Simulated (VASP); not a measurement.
Here is a VASP 6.6.1 calculation.

File INCAR:

```
SYSTEM = AlN
PREC = Accurate
ENCUT = 520
EDIFF = 1E-6
ISMEAR = 0
SIGMA = 0.05
LREAL = .False.
LASPH = .True.
NELM = 60
ALGO = Normal
ISIF = 2
LWAVE = .False.
LCHARG = .False.
GGA = PE
NBANDS = 16
```

Contents of KPOINTS:

```
regular mesh
0
Gamma
  9 9 6
  0 0 0
```

Contents of POSCAR:

```
AlN
1.0
    3.4377000000      0.0000000000      0.0000000000
   -1.7188500000      2.9771355306      0.0000000000
    0.0000000000      0.0000000000      4.6901000000
Al N
2 2
Direct
    0.3333333333      0.6666666667      0.7500000000
    0.6666666667      0.3333333333      0.2500000000
    0.3333333333      0.6666666667      0.2500000000
    0.6666666667      0.3333333333      0.7500000000
```

Potentials or basis: VASP PAW PBE potentials, release 64 (Al, N).

The run is started by

```sh
$ cat potpaw_PBE.64/Al/POTCAR potpaw_PBE.64/N/POTCAR > POTCAR
$ mpirun -np 1 vasp_std > vasp.out
```

**Question.** Predict the pressure.

**Answer.** -24.4 GPa.

**Question.** Estimate the band gap on the k mesh.

**Answer.** 1.63 eV, direct.

Stress tensor (GPa, compression positive):
```
-25.84   0.00   0.00
  0.00 -25.84   0.00
  0.00   0.00 -21.39
```
